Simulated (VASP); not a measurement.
# Re (P6/mmm) in VASP: relaxation of cell and atoms with r2SCAN

Aim: the relaxation of cell and atoms of Re with r2SCAN.

Program: VASP 6.6.1. These are calculated values, not measurements. Logs are shortened: lines on timing, memory, paths and dates and some standing lists are left out, and cuts for length are marked.

## (1) The cell of the first run

The structure is hexagonal, space group P6/mmm (No. 191). Conventional cell: a = 4.360 Å, b = 4.360 Å, c = 2.718 Å, α = 90.00°, β = 90.00°, γ = 120.00°. Re (site symmetry 6/mmm) has 14 Re at 2.72 to 2.86 Å within 3.6 Å. Within 3.3 Å of Re (site symmetry -6m2) lie 11 Re at 2.52 to 2.86 Å.

This isn't the form of Re at room conditions, which is hcp.

## (2) Relaxation of cell and atoms, r2SCAN

Input file POSCAR:

```
Re
1.0
    4.3603693029      0.0000000000      0.0000000000
   -2.1801846515      3.7761905862      0.0000000000
    0.0000000000      0.0000000000      2.7183891457
Re
3
Direct
    0.0000000000      0.0000000000      0.0000000000
    0.3333333333      0.6666666667      0.5000000000
    0.6666666667      0.3333333333      0.5000000000
```

Input file INCAR.step1:

```
  ALGO = Normal
  EDIFF = 1E-4
  ENCUT = 600
  GGA = PE
  ISMEAR = 0
  LASPH = T
  LCHARG = F
  LREAL = F
  LWAVE = T
  NELM = 60
  PREC = Accurate
  SIGMA = 0.1
```

Input file INCAR.step2:

```
  ALGO = Normal
  EDIFF = 1E-7
  EDIFFG = -0.01
  ENCUT = 600
  IBRION = 2
  ISIF = 3
  ISMEAR = 0
  ISTART = 1
  LASPH = T
  LCHARG = F
  LMIXTAU = T
  LREAL = F
  LWAVE = F
  METAGGA = R2SCAN
  NELM = 60
  NSW = 100
  PREC = Accurate
  SIGMA = 0.1
```

Input file KPOINTS:

```
k-points
0
Gamma
  12 12 16
```

Potentials or basis: VASP PAW PBE potentials, release 64 (Re).

Launch:

```sh
> cat potpaw_PBE.64/Re/POTCAR > POTCAR
> cp INCAR.step1 INCAR
> mpirun -np 1 vasp_std > vasp.out
> cp INCAR.step2 INCAR
> mpirun -np 1 vasp_std > vasp.out
```

OUTCAR:

```text
EDIFF = 1E-7
   EDIFFG = -0.01
   ENCUT = 600
   IBRION = 2
   ISIF = 3
   ISMEAR = 0
   ISTART = 1
   LASPH = T
   LREAL = F
   METAGGA = R2SCAN
   NELM = 60
   NSW = 100
   PREC = Accurate

 ion  position               nearest neighbor table
   1  0.000  0.000  0.000-   2 2.86   3 2.86   2 2.86   3 2.86   3 2.86   3 2.86   2 2.86   2 2.86
                             3 2.86   3 2.86   2 2.86   2 2.86
   2  0.333  0.667  0.500-   3 2.52   3 2.52   3 2.52   1 2.86   1 2.86   1 2.86   1 2.86   1 2.86
                             1 2.86
   3  0.667  0.333  0.500-   2 2.52   2 2.52   2 2.52   1 2.86   1 2.86   1 2.86   1 2.86   1 2.86
                             1 2.86

  LATTYP: Found a hexagonal cell.
 ALAT       =     4.3603693029
 C/A-ratio  =     0.6234309429

  Lattice vectors:

 A1 = (   4.3603693029,   0.0000000000,   0.0000000000)
 A2 = (  -2.1801846515,   3.7761905862,   0.0000000000)
 A3 = (   0.0000000000,   0.0000000000,   2.7183891457)

Analysis of symmetry for initial positions (statically):
=====================================================================
 Subroutine PRICEL returns:
 Original cell was already a primitive cell.

 Routine SETGRP: Setting up the symmetry group for a
 hexagonal supercell.

 Subroutine GETGRP returns: Found 24 space group operations
 (whereof 24 operations were pure point group operations)
 out of a pool of 24 trial point group operations.

The static configuration has the point symmetry D_6h.

Analysis of symmetry for dynamics (positions and initial velocities):
=====================================================================
 Subroutine PRICEL returns:
 Original cell was already a primitive cell.

 Routine SETGRP: Setting up the symmetry group for a
 hexagonal supercell.

 Subroutine GETGRP returns: Found 24 space group operations
 (whereof 24 operations were pure point group operations)
 out of a pool of 24 trial point group operations.

The dynamic configuration has the point symmetry D_6h.

 Subroutine INISYM returns: Found 24 space group operations
 (whereof 24 operations are pure point group operations),
 and found     1 'primitive' translations

----------------------------------------------------------------------------------------

                                     Primitive cell

  volume of cell :      44.7599

  direct lattice vectors                    reciprocal lattice vectors
     4.360369303  0.000000000  0.000000000     0.229338373  0.132408571  0.000000000
    -2.180184651  3.776190586  0.000000000     0.000000000  0.264817142  0.000000000
     0.000000000  0.000000000  2.718389146     0.000000000  0.000000000  0.367864918

  length of vectors
     4.360369303  4.360369303  2.718389146     0.264817142  0.264817142  0.367864918

  position of ions in fractional coordinates (direct lattice)
     0.000000000  0.000000000  0.000000000
     0.333333333  0.666666667  0.500000000
     0.666666667  0.333333333  0.500000000

  ion indices of the primitive-cell ions
   primitive index   ion index
                 1           1
                 2           2
                 3           3

----------------------------------------------------------------------------------------

 KPOINTS: k-points

Automatic generation of k-mesh.
 Grid dimensions read from file:
 generate k-points for:   12   12   16

 Generating k-lattice:

  Cartesian coordinates                     Fractional coordinates (reciprocal lattice)
     0.019111531  0.011034048  0.000000000     0.083333333  0.000000000  0.000000000
     0.000000000  0.022068095  0.000000000     0.000000000  0.083333333  0.000000000
     0.000000000  0.000000000  0.022991557     0.000000000  0.000000000  0.062500000

  Length of vectors
     0.022068095  0.022068095  0.022991557

  Shift w.r.t. Gamma in fractional coordinates (k-lattice)
     0.000000000  0.000000000  0.000000000

 Subroutine IBZKPT returns following result:
 ===========================================

 Found    171 irreducible k-points:

 Following reciprocal coordinates:
            Coordinates               Weight
  0.000000  0.000000  0.000000      1.000000
  0.083333  0.000000  0.000000      6.000000
  0.166667  0.000000  0.000000      6.000000
  0.250000  0.000000  0.000000      6.000000
  0.333333  0.000000  0.000000      6.000000
  0.416667  0.000000  0.000000      6.000000
[... 16 lines left out ...]
  0.250000  0.000000  0.062500     12.000000
  0.333333  0.000000  0.062500     12.000000
 [... further k-points ...]
   k-points           NKPTS =    171   k-points in BZ     NKDIM =    171   number of bands    NBANDS=     14
   number of dos      NEDOS =    301   number of ions     NIONS =      3
   total plane-waves  NPLWV =  31104
   dimension x,y,z NGX =    36 NGY =   36 NGZ =   24
   dimension x,y,z NGXF=    72 NGYF=   72 NGZF=   48
   ions per type =               3
   NGX,Y,Z   is equivalent  to a cutoff of  13.73, 13.73, 14.68 a.u.
   NGXF,Y,Z  is equivalent  to a cutoff of  27.45, 27.45, 29.35 a.u.
 SYSTEM =  unknown system
   PREC   = accura    normal or accurate (medium, high low for compatibility)
   ISTART =      1    job   : 0-new  1-cont  2-samecut
   ICHARG =      0    charge: 1-file 2-atom 10-const
   ISPIN  =      1    spin polarized calculation?
   LNONCOLLINEAR =      F non collinear calculations
   LSORBIT =      F    spin-orbit coupling
   LASPH  =      T    aspherical Exc in radial PAW
   ENCUT  =  600.0 eV  44.10 Ry    6.64 a.u.   8.71  8.71  5.43*2*pi/ulx,y,z
   NELM   =     60;   NELMIN=  2; NELMDL=  0     # of ELM steps
   EDIFF  = 0.1E-06   stopping-criterion for ELM
   LREAL  =      F    real-space projection
   EDIFFG = -.1E-01   stopping-criterion for IOM
   NSW    =    100    number of steps for IOM
   IBRION =      2    ionic relax: 0-MD 1-quasi-New 2-CG
   NFREE  =      1    steps in history (QN), initial steepest desc. (CG)
   ISIF   =      3    stress and relaxation
   ISYM   =      2    0-nonsym 1-usesym 2-fastsym
   POTIM  = 0.5000    time-step for ionic-motion
   TEBEG  =    0.0;   TEEND  =   0.0 temperature during run
   PSTRESS=    0.0 pullay stress
   NELECT =      21.0000    total number of electrons
   NUPDOWN=      -1.0000    fix difference up-down
   EMIN   =  10.00;   EMAX   =-10.00  energy-range for DOS
   EFERMI =   0.00;   METHOD = LEGACY
   ISMEAR =     0;   SIGMA  =   0.10  broadening in eV -4-tet -1-fermi 0-gaus
   EFERMI_NEDOS =   21; number of points for ismear=-14 and -15
   IALGO  =     38    algorithm
   IMIX   =      4    mixing-type and parameters
     AMIX     =   0.40;   BMIX     =  1.00
     AMIX_MAG =   1.60;   BMIX_MAG =  1.00
  volume/ion in A,a.u.               =      14.92       100.68
  Fermi-wavevector in a.u.,A,eV,Ry     =   1.272091  2.403904 22.017174  1.618217
  Thomas-Fermi vector in A             =   2.404989
   LORBIT       =      0    0 simple, 1 ext, 2 COOP (PROOUT), +10 PAW based schemes
   METAGGA = R2SCAN    functional components
   LHFCALC =     F    Hartree Fock is set to
   AEXX    =    0.0000 exact exchange contribution
   IVDW    =     0    specifies the selected vdW correction
   LEPSILON=     F    determine dielectric tensor
   LRPA    =     F    only Hartree local field effects (RPA)
 conjugate gradient relaxation of ions
 non-spin polarized calculation
 Gauss-broadening in eV      SIGMA  =   0.10
  energy-cutoff  :      600.00
  volume of cell :       44.76
 maximum number of plane-waves:      1517
 NGX is ok and might be reduce to    36
   NGX = 17   NGY = 17   NGZ = 11

--------------------------------------- Ionic step        1  -------------------------------------------

 number of electron      20.9999999 magnetization

 Free energy of the ion-electron system (eV)
  ---------------------------------------------------
  ext. energy  EPLUGINS =         0.00000000
  ---------------------------------------------------
  free energy    TOTEN  =      -156.85913624 eV

  energy without entropy =     -156.84650475  energy(sigma->0) =     -156.85282050

------------------------ aborting loop because EDIFF is reached ----------------------------------------

  FORCE on cell =-STRESS in cart. coord.  units (eV):
  Direction    XX          YY          ZZ          XY          YZ          ZX
  --------------------------------------------------------------------------------------
  -------------------------------------------------------------------------------------
  Total       -0.2595447     -0.2595447      0.4812042      0.0000000     -0.0000000      0.0000000
  in kB       -9.2903902     -9.2903902     17.2246813      0.0000000     -0.0000000      0.0000000
  external PRESSURE =      -0.4520330 kB  Pullay stress =       0.0000000 kB
[... 170 lines left out ...]
  energy  without entropy=     -156.8479976851  energy(sigma->0) =     -156.85413358

--------------------------------------- Ionic step        6  -------------------------------------------

 number of electron      20.9999998 magnetization

 Free energy of the ion-electron system (eV)
  ---------------------------------------------------
  ext. energy  EPLUGINS =         0.00000000
  ---------------------------------------------------
  free energy    TOTEN  =      -156.86045754 eV

  energy without entropy =     -156.84817431  energy(sigma->0) =     -156.85431592

 E-fermi :   7.5417     XC(G=0): -14.8780

 val. band max:        7.5318593364   @ k =   0.0000   0.0000   0.1875
 cond. band min:       7.5444871856   @ k =   0.2500   0.1667   0.2500
 fundamental gap:      0.0126278492
 Fermi energy:         7.5416916853

 k-point     1 :       0.0000    0.0000    0.0000
  band No.  band energies     occupation
      1      -2.7093      2.00000
      2       1.4233      2.00000
      3       4.2905      2.00000
      4       4.5605      2.00000
      5       4.5605      2.00000
      6       4.5833      2.00000
      7       4.5833      2.00000
      8       5.5909      2.00000
      9       6.7490      2.00000
     10       6.7490      2.00000
     11       7.6834      0.04502
     12       7.6834      0.04502
     13       7.7070      0.01943
     14       7.7070      0.01943
[... 375 lines left out ...]
 k-point    24 :       0.3333    0.0000    0.0625
  band No.  band energies     occupation
      1      -0.8457      2.00000
      2       1.2631      2.00000
      3       2.2069      2.00000
      4       3.0853      2.00000
      5       3.6621      2.00000
      6       4.7893      2.00000
      7       5.4678      2.00000
      8       5.8891      2.00000
      9       6.1512      2.00000
     10       7.1179      2.00000
     11       7.2407      1.99998
     12       8.3829      0.00000
     13       9.4098      0.00000
     14      10.0857      0.00000

 [... further k-points ...]

------------------------ aborting loop because EDIFF is reached ----------------------------------------

  FORCE on cell =-STRESS in cart. coord.  units (eV):
  Direction    XX          YY          ZZ          XY          YZ          ZX
  --------------------------------------------------------------------------------------
  -------------------------------------------------------------------------------------
  Total        0.0115566      0.0115566     -0.0005827     -0.0000000     -0.0000000      0.0000000
  in kB        0.4136021      0.4136021     -0.0208548     -0.0000000     -0.0000000      0.0000000
  external PRESSURE =       0.2687831 kB  Pullay stress =       0.0000000 kB
[... 18 lines left out ...]
  FREE ENERGIE OF THE ION-ELECTRON SYSTEM (eV)
  ---------------------------------------------------
  free  energy   TOTEN  =      -156.8604575357 eV

  energy  without entropy=     -156.8481743118  energy(sigma->0) =     -156.85431592

 reached required accuracy - stopping structural energy minimisation
```

Run time: 44 min. Hardware: 1 thread of Intel Xeon 8259CL, shared host; peak memory 0.28 GiB.

Results:

| Property | Result |
| --- | --- |
| Free energy | -156.8605 eV |
| Relaxed volume | 14.92 Å³/atom |
| Relaxed cell | a = 4.353 Å, b = 4.353 Å, c = 2.728 Å, α = 90.00°, β = 90.00°, γ = 120.00° |
| Space group after relaxing (to 0.1 Å) | P6/mmm (No. 191) |
| Energy gained by relaxing | 0.4 meV/atom |
| Ionic steps | 6 |
| Pressure after relaxing | 0.0 GPa |
| Band gap on the k mesh | zero (an odd number of electrons rules out a gap without spin polarisation) |

The path:
```
step  energy change (eV)  largest force (eV/Å)  pressure (GPa)  volume (Å³)
   1              0.0000                0.0000           -0.05        44.76
   2              0.0007                0.0000            0.52        44.73
   3             -0.0013                0.0000            0.19        44.75
   4             -0.0013                0.0000            0.20        44.75
   5             -0.0011                0.0000           -0.68        44.85
   6             -0.0013                0.0000            0.03        44.77
```

Final structure:
```
Re
1.0
     4.35269    0.00000    0.00000
    -2.17634    3.76954    0.00000
     0.00000    0.00000    2.72843
Re
3
Direct
  0.00000 0.00000 0.00000
  0.33333 0.66667 0.50000
  0.66667 0.33333 0.50000
```

Levels at points of the mesh, in eV from the Fermi level:
| k point | band 7 | band 8 | band 9 | band 10 | band 11 | band 12 | band 13 | band 14 |
| --- | --- | --- | --- | --- | --- | --- | --- | --- |
| (0.00, 0.00, 0.00) | -2.96 | -1.95 | -0.79 | -0.79 | 0.14 | 0.14 | 0.17 | 0.17 |
| (0.50, 0.00, 0.00) | -2.52 | -1.85 | -1.45 | 0.43 | 0.43 | 0.98 | 2.20 | 3.24 |
| (0.00, 0.00, 0.50) | -0.94 | -0.94 | -0.83 | -0.83 | 3.06 | 3.06 | 4.02 | 4.02 |
| (0.50, 0.00, 0.50) | -2.27 | -1.14 | -0.90 | -0.46 | 0.88 | 2.24 | 3.47 | 3.72 |

Caveat: the highest band is partly filled, so the run has too few bands; the PAW data sets were made with another functional, which shifts forces and pressure a little; spin-orbit coupling is left out, which moves the levels of the heavy elements.
